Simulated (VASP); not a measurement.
Set up this calculation in VASP 6.6.1, as the native input.

| Quantity | Value |
| --- | --- |
| Task | single point |
| Functional | PBEsol |
| Potentials or basis | VASP PAW PBE potentials, release 64 (Cr_pv) |
| Cutoff | 520 eV |
| k mesh | 20 × 20 × 20 |
| Occupations | gaussian, width 0.1 eV |
| Spin | no spin polarisation |
| Dipole correction | no |
| Further INCAR settings | ALGO = Fast; EDIFF = 1e-06; NBANDS = 12 |

The structure of Cr lies in POSCAR:

```
Cr
1.0
   -1.4070850358      1.4070850358      1.4070850358
    1.4070850358     -1.4070850358      1.4070850358
    1.4070850358      1.4070850358     -1.4070850358
Cr
1
Direct
    0.0000000000      0.0000000000      0.0000000000
```

These files were run (other wordings do the same):

INCAR

```
SYSTEM = Cr
ALGO     = Fast           ! electronic algorithm
EDIFF    = 1E-6           ! SCF threshold, eV
ENCUT    = 520            ! plane-wave cutoff, eV
GGA      = PS             ! functional
ISIF     = 2              ! what is computed and relaxed
ISMEAR   = 0              ! smearing method
LASPH    = .True.         ! aspherical terms in the spheres
LCHARG   = .False.        ! write CHGCAR
LREAL    = .False.        ! projectors in reciprocal space
LWAVE    = .False.        ! write WAVECAR
NBANDS   = 12             ! bands
NELM     = 80             ! most SCF steps
PREC     = Accurate       ! precision mode
SIGMA    = 0.1            ! smearing width, eV
```

KPOINTS

```
k-points
0
Gamma
  20 20 20
  0 0 0
```

Potentials or basis: VASP PAW PBE potentials, release 64 (Cr_pv).

Run with:

```sh
$ cat potpaw_PBE.64/Cr_pv/POTCAR > POTCAR
$ mpirun -np 1 vasp_std > vasp.out
```

It gave:

```yaml
Pressure: -0.5 GPa
Band_gap_on_the_k_mesh: zero (band 6 reaches 13.94 eV, above the bottom of band 7 at 10.39 eV)
```

Caveat: the PAW data sets were made with another functional, which shifts forces and pressure a little; the run has no spin polarisation, though such a crystal can be magnetic.

Run time: 43 s on 1 thread of Intel Xeon 8259CL, on a shared host, peak memory 0.14 GiB.
